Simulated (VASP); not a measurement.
Mg8H: single point with PBE

Mg8H, a slab with vacuum:

```
CELL_PARAMETERS angstrom
6.42014 0.00000 0.00000
0.00000 5.13791 0.00000
0.00000 0.00000 19.16448
ATOMIC_POSITIONS crystal
Mg 0.00000 0.75000 0.20872
Mg 0.50000 0.75000 0.20872
Mg 0.25000 0.25000 0.25707
Mg 0.75000 0.25000 0.25707
Mg 0.25000 0.75000 0.35872
Mg 0.75000 0.75000 0.35872
Mg 0.00000 0.25000 0.39993
Mg 0.50000 0.25000 0.39993
H 0.12500 0.75000 0.44414
```

```
Program             : VASP 6.6.1
Task                : single point
Functional          : PBE
Potentials or basis : VASP PAW PBE potentials, release 64 (Mg, H)
Cutoff              : 520 eV
k mesh              : 4 × 5 × 1
Occupations         : gaussian, width 0.1 eV
Spin                : no spin polarisation
```

The largest force is 0.462 eV/Å. The band gap on the k mesh is zero (an odd number of electrons rules out a gap without spin polarisation).

Forces on the atoms (eV/Å):
```
Mg   0.034  0.000  0.253
Mg  -0.040  0.000  0.194
Mg  -0.086  0.000 -0.025
Mg   0.149  0.000 -0.090
Mg   0.189  0.000 -0.238
Mg   0.001  0.000 -0.076
Mg   0.141  0.000  0.050
Mg   0.074  0.000 -0.075
H   -0.462  0.000  0.007
```

Levels at points of the mesh, in eV from the Fermi level:
| k point | band 7 | band 8 | band 9 | band 10 | band 11 | band 12 |
| --- | --- | --- | --- | --- | --- | --- |
| (0.00, 0.00, 0.00) | -0.73 | -0.37 | -0.08 | 0.89 | 1.19 | 1.59 |
| (0.50, 0.00, 0.00) | 0.08 | 0.13 | 0.43 | 0.78 | 1.36 | 1.72 |

It took 8.5 min on 1 thread of Intel Xeon 8259CL, on a shared host, peak memory 0.59 GiB.
